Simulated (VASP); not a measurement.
Here is a VASP 6.6.1 calculation.

Contents of INCAR:

```
PREC = Accurate
ENCUT = 520
EDIFF = 1E-6
ISMEAR = -1
SIGMA = 0.05
LREAL = Auto
LASPH = True
NELM = 60
ALGO = Fast
ISIF = 2
LWAVE = False
LCHARG = True
GGA = PE
LELF = True
LVHAR = True
NBANDS = 70
```

Contents of KPOINTS:

```
Automatic mesh
0
Gamma
  2 2 2
  0.5 0.5 0.5
```

Contents of POSCAR:

```
Na
1.0
   -7.5531643200      0.0000000000      5.2745533600
    7.5531643200      0.0000000000      5.2745533600
    0.0000000000      7.5531643200     -5.2745533600
Na
16
Direct
    0.0000000000      0.0000000000      0.0000000000
    0.7500000000      0.0000000000      0.2500000000
    0.5000000000      0.0000000000      0.5000000000
    0.2500000000      0.0000000000      0.7500000000
    0.7500000000      0.2500000000      0.0000000000
    0.5000000000      0.2500000000      0.2500000000
    0.2500000000      0.2500000000      0.5000000000
    0.0000000000      0.2500000000      0.7500000000
    0.5000000000      0.5000000000      0.0000000000
    0.2500000000      0.5000000000      0.2500000000
    0.0000000000      0.5000000000      0.5000000000
    0.2500000000      0.7500000000      0.0000000000
    0.0000000000      0.7500000000      0.2500000000
    0.7500000000      0.5000000000      0.7500000000
    0.7500000000      0.7500000000      0.5000000000
    0.5000000000      0.7500000000      0.7500000000
```

Potentials or basis: VASP PAW PBE potentials, release 64 (Na_pv).

The run is started by

```bash
$ cat potpaw_PBE.64/Na_pv/POTCAR > POTCAR
$ mpirun -np 1 vasp_std > vasp.out
```

Estimate the pressure.

0.0 GPa.

Predict the band gap on the k mesh.

zero (bands 56 and 57 overlap by 0.64 eV).

Caveat: the k points lie up to 0.42 Å⁻¹ apart, too coarse for converged energies and pressures of a metal.
